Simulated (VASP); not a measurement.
## Nb2PtSe5: single point with PBE

The system is Nb2PtSe5.

```
Nb Pt Se
1.0
     3.52677    0.00000    0.00000
    -1.76339    3.05427    0.00000
     0.00000    0.00000   16.99185
Nb Pt Se
2 1 5
Direct
  0.33333 0.66667 0.10134
  0.33333 0.66667 0.49074
  0.00000 0.00000 0.73816
  0.00000 0.00000 0.00346
  0.00000 0.00000 0.19840
  0.33333 0.66667 0.81115
  0.66667 0.33333 0.59059
  0.66667 0.33333 0.39517
```

| Quantity | Value |
| --- | --- |
| Program | VASP 6.6.1 |
| Task | single point |
| Functional | PBE |
| Potentials or basis | VASP PAW PBE potentials, release 64 (Nb_sv, Pt, Se) |
| Cutoff | 520 eV |
| k mesh | 12 × 12 × 2 |
| Occupations | gaussian, width 0.1 eV |
| Spin | no spin polarisation |

```json
{"Pressure": "0.0 GPa", "Largest force": "0.022 eV/Å", "Band gap on the k mesh": "zero (bands 33 and 34 overlap by 1.23 eV)"}
```

Forces on the atoms (eV/Å):
```
Nb   0.000  0.000 -0.004
Nb   0.000  0.000  0.011
Pt   0.000  0.000 -0.022
Se   0.000  0.000  0.003
Se   0.000  0.000  0.002
Se   0.000  0.000  0.020
Se   0.000  0.000 -0.003
Se   0.000  0.000 -0.007
```

Levels at points of the mesh, in eV from the Fermi level:
| k point | band 31 | band 32 | band 33 | band 34 | band 35 | band 36 |
| --- | --- | --- | --- | --- | --- | --- |
| (0.00, 0.00, 0.00) | -0.41 | 0.28 | 1.02 | 1.39 | 1.39 | 2.58 |
| (0.50, 0.00, 0.00) | -1.08 | -0.94 | -0.29 | -0.14 | 0.32 | 1.99 |
| (0.00, 0.00, 0.50) | -1.04 | 0.60 | 0.94 | 1.39 | 1.39 | 2.58 |
| (0.50, 0.00, 0.50) | -1.01 | -0.95 | -0.33 | -0.13 | 0.33 | 1.97 |

Wall time 4.5 min on 1 thread of Intel(R) Xeon(R) 6975P-C (Granite Rapids), with other jobs on the host, peak memory 0.47 GiB.

Caveat: spin-orbit coupling is left out, which moves the levels of the heavy elements; this functional lacks dispersion, which binds the layers, so the pressure and a relaxed spacing across them are unreliable.
